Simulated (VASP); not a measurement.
# KNb6S8 (P-3) in VASP: electric field gradients with PBE

Aim: the electric field gradients of KNb6S8 with PBE.

All numbers are computed with VASP 6.6.1; they aren't measurements. Logs are shortened: lines on timing, memory, paths and dates and some standing lists are left out, and cuts for length are marked.

### 1 The cell of the first run

The structure is trigonal, space group P-3 (No. 147). The conventional cell has a = 9.734 Å, b = 9.734 Å, c = 3.413 Å, α = 90.00°, β = 90.00°, γ = 120.00°. K (site symmetry -3) has 12 S at 3.23 to 4.03 Å and 2 K at 3.41 Å and 6 Nb at 4.39 Å within 4.4 Å. Nb (site symmetry 1) has 6 S at 2.48 to 2.70 Å and 6 Nb at 2.84 to 3.47 Å within 3.5 Å. S (site symmetry 3) has 6 Nb at 2.63 Å and 8 S at 3.39 to 3.41 Å within 3.5 Å. Within 3.6 Å of S (site symmetry 1) lie 4 Nb at 2.48 to 2.70 Å and 1 K at 3.23 Å and 8 S at 3.39 to 3.56 Å.

### 2 Electric field gradients, PBE

Input file INCAR:

```
PREC = Accurate
ENCUT = 520
EDIFF = 1E-8
ISMEAR = -1
SIGMA = 0.05
LREAL = Auto
LASPH = True
NELM = 100
ALGO = Normal
ISIF = 2
LWAVE = False
LCHARG = False
GGA = PE
LEFG = True
NBANDS = 80
```

Input file KPOINTS:

```
Automatic mesh
0
Gamma
  4 4 9
```

Input file POSCAR:

```
KNb6S8
1.0
    9.7339633732      0.0000000000      0.0000000000
   -4.8669816866      8.4298595607      0.0000000000
    0.0000000000      0.0000000000      3.4128053600
K Nb S
1 6 8
Direct
    0.0000000000      0.0000000000      0.5000000000
    0.6230116200      0.5135782900      0.2506890400
    0.8905666700      0.3769883800      0.2506890400
    0.4864217100      0.1094333300      0.2506890400
    0.3769883800      0.4864217100      0.7493109600
    0.1094333300      0.6230116200      0.7493109600
    0.5135782900      0.8905666700      0.7493109600
    0.3333333333      0.6666666667      0.2493501500
    0.6666666667      0.3333333333      0.7506498500
    0.9420307400      0.6546561500      0.2481712700
    0.7126254100      0.0579692600      0.2481712700
    0.3453438500      0.2873745900      0.2481712700
    0.0579692600      0.3453438500      0.7518287300
    0.2873745900      0.9420307400      0.7518287300
    0.6546561500      0.7126254100      0.7518287300
```

Potentials or basis: VASP PAW PBE potentials, release 64 (K_sv, Nb_sv, S).

Run with:

```bash
> cat potpaw_PBE.64/K_sv/POTCAR potpaw_PBE.64/Nb_sv/POTCAR potpaw_PBE.64/S/POTCAR > POTCAR
> mpirun -np 1 vasp_std > vasp.out
```

OUTCAR:

```text
PREC = Accurate
   ENCUT = 520
   EDIFF = 1E-8
   ISMEAR = -1
   LREAL = Auto
   LASPH = True
   NELM = 100
   ISIF = 2
   GGA = PE

 ion  position               nearest neighbor table
   1  0.000  0.000  0.500-  11 3.23  14 3.23  12 3.23  15 3.23  10 3.23  13 3.23
   2  0.623  0.514  0.251-  15 2.48  15 2.49  12 2.49   9 2.63   9 2.63  10 2.70   5 2.84   5 2.85

   3  0.891  0.377  0.251-  13 2.48  13 2.49  10 2.49   9 2.63   9 2.63  11 2.70   6 2.84   6 2.85

   4  0.486  0.109  0.251-  14 2.48  14 2.49  11 2.49   9 2.63   9 2.63  12 2.70   7 2.84   7 2.85
[... 7 lines left out ...]
   8  0.333  0.667  0.249-   6 2.63   7 2.63   5 2.63   6 2.63   7 2.63   5 2.63
   9  0.667  0.333  0.751-   3 2.63   4 2.63   2 2.63   3 2.63   4 2.63   2 2.63
  10  0.942  0.655  0.248-   6 2.48   6 2.49   3 2.49   2 2.70   1 3.23
  11  0.713  0.058  0.248-   7 2.48   7 2.49   4 2.49   3 2.70   1 3.23
  12  0.345  0.287  0.248-   5 2.48   5 2.49   2 2.49   4 2.70   1 3.23
  13  0.058  0.345  0.752-   3 2.48   3 2.49   6 2.49   5 2.70   1 3.23
  14  0.287  0.942  0.752-   4 2.48   4 2.49   7 2.49   6 2.70   1 3.23
  15  0.655  0.713  0.752-   2 2.48   2 2.49   5 2.49   7 2.70   1 3.23

  LATTYP: Found a hexagonal cell.
 ALAT       =     9.7339633732
 C/A-ratio  =     0.3506079928

  Lattice vectors:

 A1 = (   9.7339633732,   0.0000000000,   0.0000000000)
 A2 = (  -4.8669816866,   8.4298595607,   0.0000000000)
 A3 = (   0.0000000000,   0.0000000000,   3.4128053600)

Analysis of symmetry for initial positions (statically):
=====================================================================
 Subroutine PRICEL returns:
 Original cell was already a primitive cell.

 Routine SETGRP: Setting up the symmetry group for a
 hexagonal supercell.

 Subroutine GETGRP returns: Found  6 space group operations
 (whereof  6 operations were pure point group operations)
 out of a pool of 24 trial point group operations.

The static configuration has the point symmetry S_6 .

Analysis of symmetry for dynamics (positions and initial velocities):
=====================================================================
 Subroutine PRICEL returns:
 Original cell was already a primitive cell.

 Routine SETGRP: Setting up the symmetry group for a
 hexagonal supercell.

 Subroutine GETGRP returns: Found  6 space group operations
 (whereof  6 operations were pure point group operations)
 out of a pool of 24 trial point group operations.

The dynamic configuration has the point symmetry S_6 .

 Subroutine INISYM returns: Found  6 space group operations
 (whereof  6 operations are pure point group operations),
 and found     1 'primitive' translations

----------------------------------------------------------------------------------------

                                     Primitive cell

  volume of cell :     280.0410

  direct lattice vectors                    reciprocal lattice vectors
     9.733963373  0.000000000  0.000000000     0.102733076  0.059312969  0.000000000
    -4.866981687  8.429859561  0.000000000     0.000000000  0.118625938  0.000000000
     0.000000000  0.000000000  3.412805360     0.000000000  0.000000000  0.293014073

  length of vectors
     9.733963373  9.733963373  3.412805360     0.118625938  0.118625938  0.293014073

  position of ions in fractional coordinates (direct lattice)
     0.000000000  0.000000000  0.500000000
     0.623011620  0.513578290  0.250689040
     0.890566670  0.376988380  0.250689040
     0.486421710  0.109433330  0.250689040
     0.376988380  0.486421710  0.749310960
     0.109433330  0.623011620  0.749310960
     0.513578290  0.890566670  0.749310960
     0.333333333  0.666666667  0.249350150
     0.666666667  0.333333333  0.750649850
     0.942030740  0.654656150  0.248171270
     0.712625410  0.057969260  0.248171270
     0.345343850  0.287374590  0.248171270
     0.057969260  0.345343850  0.751828730
     0.287374590  0.942030740  0.751828730
     0.654656150  0.712625410  0.751828730

  ion indices of the primitive-cell ions
   primitive index   ion index
                 1           1
[... 128 lines left out ...]
  ---------------------------------------------------
  free energy    TOTEN  =      -112.95602746 eV

  energy without entropy =     -112.93336308  energy(sigma->0) =     -112.94469527

 E-fermi :   8.3376     XC(G=0): -10.7855

 val. band max:        8.3132426735   @ k =  -0.2500   0.5000   0.2222
 cond. band min:       8.3746619584   @ k =   0.5000  -0.0000   0.2222
 fundamental gap:      0.0614192849
 Fermi energy:         8.3376290249

 k-point     1 :       0.0000    0.0000    0.0000
  band No.  band energies     occupation
      1     -46.9680      2.00000
      2     -46.9593      2.00000
      3     -46.9593      2.00000
      4     -46.8543      2.00000
      5     -46.8460      2.00000
      6     -46.8460      2.00000
[... 1957 lines left out ...]
     78      10.8763      0.00000
     79      10.9288      0.00000

 [... further k-points ...]

 [bands above 79 left out]

------------------------ aborting loop because EDIFF is reached ----------------------------------------

  FORCE on cell =-STRESS in cart. coord.  units (eV):
  Direction    XX          YY          ZZ          XY          YZ          ZX
  --------------------------------------------------------------------------------------
  -------------------------------------------------------------------------------------
  Total       -2.4224760     -2.4224760     -2.5668912     -0.0000007     -0.0000000      0.0000000
  in kB      -13.8595298    -13.8595298    -14.6857618     -0.0000041     -0.0000000      0.0000000
  external PRESSURE =     -14.1349405 kB  Pullay stress =       0.0000000 kB

 VOLUME and BASIS-vectors are now :
 -----------------------------------------------------------------------------
  energy-cutoff  :      520.00
  volume of cell :      280.04
      direct lattice vectors                 reciprocal lattice vectors
     9.733963373  0.000000000  0.000000000     0.102733076  0.059312969  0.000000000
    -4.866981687  8.429859561  0.000000000     0.000000000  0.118625938  0.000000000
     0.000000000  0.000000000  3.412805360     0.000000000  0.000000000  0.293014073

 POSITION                                       TOTAL-FORCE (eV/Angst)
 -----------------------------------------------------------------------------------
      0.00000      0.00000      1.70640        -0.000000      0.000000      0.000000
      3.56480      4.32939      0.85555         0.201691     -0.069073      0.000203
      6.83395      3.17796      0.85555        -0.160664     -0.140134      0.000203
      4.20220      0.92251      0.85555        -0.041027      0.209206      0.000203
      1.30219      4.10047      2.55725        -0.201691      0.069073     -0.000203
     -1.96697      5.25190      2.55725         0.160664      0.140134     -0.000203
      0.66478      7.50735      2.55725         0.041027     -0.209206     -0.000203
     -0.00000      5.61991      0.85098        -0.000000      0.000000      0.004146
      4.86698      2.80995      2.56182        -0.000000      0.000000     -0.004146
      5.98349      5.51866      0.84696         0.066468     -0.151597     -0.004868
      6.65453      0.48867      0.84696        -0.164520      0.018235     -0.004868
      1.96292      2.42253      0.84696         0.098053      0.133361     -0.004868
     -1.11651      2.91120      2.56585        -0.066468      0.151597      0.004868
     -1.78755      7.94119      2.56585         0.164520     -0.018235      0.004868
      2.90406      6.00733      2.56585        -0.098053     -0.133361      0.004868
 -----------------------------------------------------------------------------------
    total drift:                               -0.000000      0.000000     -0.000000

  FREE ENERGIE OF THE ION-ELECTRON SYSTEM (eV)
  ---------------------------------------------------
  free  energy   TOTEN  =      -112.9560274578 eV

  energy  without entropy=     -112.9333630756  energy(sigma->0) =     -112.94469527

 Electric field gradients (V/A^2)
---------------------------------------------------------------------
 ion       V_xx      V_yy      V_zz      V_xy      V_xz      V_yz
---------------------------------------------------------------------
   1     -20.005   -20.006    40.010    -0.001    -0.000    -0.000
   2       2.491    -7.165     4.674   -18.536     0.265     0.858
   3      11.301   -15.976     4.675    13.450     0.611    -0.658
   4     -20.804    16.130     4.674     5.087    -0.875    -0.200
   5       2.491    -7.165     4.674   -18.536     0.265     0.858
   6      11.301   -15.976     4.675    13.450     0.611    -0.658
   7     -20.804    16.130     4.674     5.087    -0.875    -0.200
   8     -10.010   -10.009    20.019     0.001     0.000     0.000
   9     -10.010   -10.009    20.019     0.001     0.000     0.000
  10       6.847     5.469   -12.317    11.006     0.906    -1.328
  11      -3.717    16.034   -12.316    -4.906    -1.603    -0.121
  12      15.345    -3.029   -12.317    -6.099     0.697     1.449
  13       6.847     5.469   -12.317    11.006     0.906    -1.328
  14      -3.717    16.034   -12.316    -4.906    -1.603    -0.121
  15      15.345    -3.029   -12.317    -6.099     0.697     1.449
---------------------------------------------------------------------

 Electric field gradients after diagonalization (V/A^2)
 (convention: |V_zz| > |V_xx| > |V_yy|)
----------------------------------------------------------------------
 ion       V_xx      V_yy      V_zz     asymmetry (V_yy - V_xx)/ V_zz
----------------------------------------------------------------------
   1     -20.006   -20.005    40.010       0.000
   2      16.825     4.693   -21.519       0.564
   3      16.826     4.693   -21.519       0.564
   4      16.826     4.693   -21.519       0.564
   5      16.825     4.693   -21.519       0.564
   6      16.826     4.693   -21.519       0.564
   7      16.826     4.693   -21.519       0.564
   8     -10.010   -10.009    20.019       0.000
   9     -10.010   -10.009    20.019       0.000
  10     -12.643    -4.544    17.188       0.471
  11     -12.643    -4.545    17.187       0.471
  12     -12.643    -4.545    17.188       0.471
  13     -12.643    -4.544    17.188       0.471
  14     -12.643    -4.545    17.187       0.471
  15     -12.643    -4.545    17.188       0.471
----------------------------------------------------------------------

           NMR quadrupolar parameters

 Cq : quadrupolar parameter    Cq=e*Q*V_zz/h
 eta: asymmetry parameters     (V_yy - V_xx)/ V_zz
 Q  : nuclear electric quadrupole moment in mb (millibarn)
----------------------------------------------------------------------
 ion       Cq(MHz)       eta       Q (mb)
----------------------------------------------------------------------
   1       0.097       0.000       1.000
   2      -0.052       0.564       1.000
   3      -0.052       0.564       1.000
   4      -0.052       0.564       1.000
   5      -0.052       0.564       1.000
   6      -0.052       0.564       1.000
   7      -0.052       0.564       1.000
   8       0.048       0.000       1.000
   9       0.048       0.000       1.000
  10       0.042       0.471       1.000
  11       0.042       0.471       1.000
  12       0.042       0.471       1.000
  13       0.042       0.471       1.000
  14       0.042       0.471       1.000
  15       0.042       0.471       1.000
----------------------------------------------------------------------
```

Run time: 24 min. Hardware: 1 thread of Intel Xeon Platinum 8259CL at 2.50GHz (Skylake/Cascade Lake), shared host; peak memory 0.62 GiB.

Results:

* Free energy: -112.9560 eV
* Pressure: -1.4 GPa
* Largest force: 0.213 eV/Å
* Band gap on the k mesh: zero (an odd number of electrons rules out a gap without spin polarisation)
* Largest electric field gradient by atom: K +40.0; Nb -21.5; S +20.0, +17.2 (each value once) V/Å²

Forces in eV/Å, atoms in the order of the input:
```
K    0.000  0.000  0.000
Nb   0.202 -0.069  0.000
Nb  -0.161 -0.140  0.000
Nb  -0.041  0.209  0.000
Nb  -0.202  0.069  0.000
Nb   0.161  0.140  0.000
Nb   0.041 -0.209  0.000
S    0.000  0.000  0.004
S    0.000  0.000 -0.004
S    0.066 -0.152 -0.005
S   -0.165  0.018 -0.005
S    0.098  0.133 -0.005
S   -0.066  0.152  0.005
S    0.165 -0.018  0.005
S   -0.098 -0.133  0.005
```

Electric field gradients, principal values (V/Å²):
| atom | least | middle | greatest (by size) |
| --- | --- | --- | --- |
| 1 K | -20.005 | -20.006 | 40.010 |
| 2 Nb | 4.693 | 16.825 | -21.519 |
| 3 Nb | 4.693 | 16.826 | -21.519 |
| 4 Nb | 4.693 | 16.826 | -21.519 |
| 5 Nb | 4.693 | 16.825 | -21.519 |
| 6 Nb | 4.693 | 16.826 | -21.519 |
| 7 Nb | 4.693 | 16.826 | -21.519 |
| 8 S | -10.009 | -10.010 | 20.019 |
| 9 S | -10.009 | -10.010 | 20.019 |
| 10 S | -4.544 | -12.643 | 17.188 |
| 11 S | -4.545 | -12.643 | 17.187 |
| 12 S | -4.545 | -12.643 | 17.188 |
| 13 S | -4.544 | -12.643 | 17.188 |
| 14 S | -4.545 | -12.643 | 17.187 |
| 15 S | -4.545 | -12.643 | 17.188 |

Caveat: without QUAD_EFG the Cq values of the log hold for a quadrupole moment of 1 mb, not for the nuclei.

The gap in the log of VASP goes by the Fermi energy; the results here count the filled bands.